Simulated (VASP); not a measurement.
LiGa3, 4 atoms in the cell. Symmetry: Pm-3m, No. 221, cubic system. The conventional cell has a = 3.779 Å, b = 3.779 Å, c = 3.779 Å, α = 90.00°, β = 90.00°, γ = 90.00°. Li (site symmetry m-3m) has 12 Ga at 2.67 Å within 3.5 Å. Within 3.5 Å of Ga (site symmetry 4/mmm) lie 4 Li at 2.67 Å and 8 Ga at 2.67 Å.  This cell differs from its parent crystal: strain -0.040 along x and y, -0.040 along z.

| Item | Value |
| --- | --- |
| Program | VASP 6.6.1 |
| Task | single point |
| Functional | LDA |
| Potentials or basis | VASP PAW LDA potentials, release 64 (Li_sv, Ga_d) |
| Cutoff | 520 eV |
| k mesh | 12 × 12 × 12 |
| Occupations | gaussian, width 0.15 eV |
| Spin | no spin polarisation |
| Dipole correction | no |
| Further INCAR settings | ALGO = Normal; EDIFF = 1e-06; NBANDS = 29 |

Potentials or basis: VASP PAW LDA potentials, release 64 (Li_sv, Ga_d).

The run is started by

```sh
$ cat potpaw_LDA.64/Li_sv/POTCAR potpaw_LDA.64/Ga_d/POTCAR > POTCAR
$ mpirun -np 1 vasp_std > vasp.out
```

Hardware: 1 thread of AMD EPYC 7R13 Processor (Zen 3), with other jobs on the host.

Question: How long does it take, and how much memory?

Answer: It took 100 s on 1 thread of AMD EPYC 7R13 Processor (Zen 3), on a shared host, peak memory 0.18 GiB. Counts: scf iterations 11, k points 84.
